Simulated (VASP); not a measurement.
Wanted: the native input for a VASP 6.6.1 run.

```yaml
Task: single point
Functional: r2SCAN
Potentials_or_basis: VASP PAW PBE potentials, release 64 (Sr_sv, O)
Cutoff: 520 eV
k_mesh: 8 × 8 × 8
Occupations: gaussian, width 0.05 eV
Spin: no spin polarisation
Dipole_correction: no
Further_INCAR_settings: ALGO = Normal; EDIFF = 1e-06; NBANDS = 15
```

The system is SrO.

```
CELL_PARAMETERS angstrom
0.00000 2.56980 2.56980
2.56980 0.00000 2.56980
2.56980 2.56980 0.00000
ATOMIC_POSITIONS crystal
Sr 0.92704 0.92704 0.07296
O 0.50000 0.50000 0.50000
```

This cell differs from its parent crystal: all Sr atoms moved +0.375 Å, as atom 1 towards its neighbour atom 2 (O) at 2.570 Å.

These files were run (other wordings do the same):

POSCAR

```
SrO
1.0
    0.0000000000      2.5698000000      2.5698000000
    2.5698000000      0.0000000000      2.5698000000
    2.5698000000      2.5698000000      0.0000000000
Sr O
1 1
Direct
   -0.0729628765     -0.0729628765      0.0729628765
    0.5000000000      0.5000000000      0.5000000000
```

INCAR.step1

```
ALGO     = Normal         # electronic algorithm
EDIFF    = 1E-4           # SCF threshold, eV
ENCUT    = 520            # plane-wave cutoff, eV
GGA      = PE             # functional
ISMEAR   = 0              # smearing method
LASPH    = T              # aspherical terms in the spheres
LCHARG   = F              # write CHGCAR
LREAL    = F              # projectors in reciprocal space
LWAVE    = T              # write WAVECAR
NBANDS   = 15             # bands
NELM     = 80             # most SCF steps
PREC     = Accurate       # precision mode
SIGMA    = 0.05           # smearing width, eV
```

INCAR.step2

```
ALGO     = Normal         # electronic algorithm
EDIFF    = 1E-6           # SCF threshold, eV
ENCUT    = 520            # plane-wave cutoff, eV
ISIF     = 2              # what is computed and relaxed
ISMEAR   = 0              # smearing method
ISTART   = 1            
LASPH    = T              # aspherical terms in the spheres
LCHARG   = T              # write CHGCAR
LELF     = T              # ELF
LMIXTAU  = T            
LREAL    = F              # projectors in reciprocal space
LVHAR    = T            
LWAVE    = F              # write WAVECAR
METAGGA  = R2SCAN         # meta-GGA
NBANDS   = 15             # bands
NELM     = 80             # most SCF steps
PREC     = Accurate       # precision mode
SIGMA    = 0.05           # smearing width, eV
```

KPOINTS

```
k-points
0
Gamma
  8 8 8
```

Potentials or basis: VASP PAW PBE potentials, release 64 (Sr_sv, O).

Run with:

```bash
$ cat potpaw_PBE.64/Sr_sv/POTCAR potpaw_PBE.64/O/POTCAR > POTCAR
$ cp INCAR.step1 INCAR
$ mpirun -np 1 vasp_std > vasp.out
$ cp INCAR.step2 INCAR
$ mpirun -np 1 vasp_std > vasp.out
```

Results of the run:

- Pressure: 6.6 GPa
- Largest force: 1.929 eV/Å
- Band gap on the k mesh: 3.80 eV (least direct gap 3.92 eV)

Caveat: the cell differs from its parent crystal (all Sr atoms moved +0.375 Å, as atom 1 towards its neighbour atom 2 (O) at 2.570 Å); the stress differs along the axes, from 1 to 19 GPa; the PAW data sets were made with another functional, which shifts forces and pressure a little.

It took 4.1 min on 1 thread of AMD EPYC 7R13, on a shared host, peak memory 0.15 GiB.
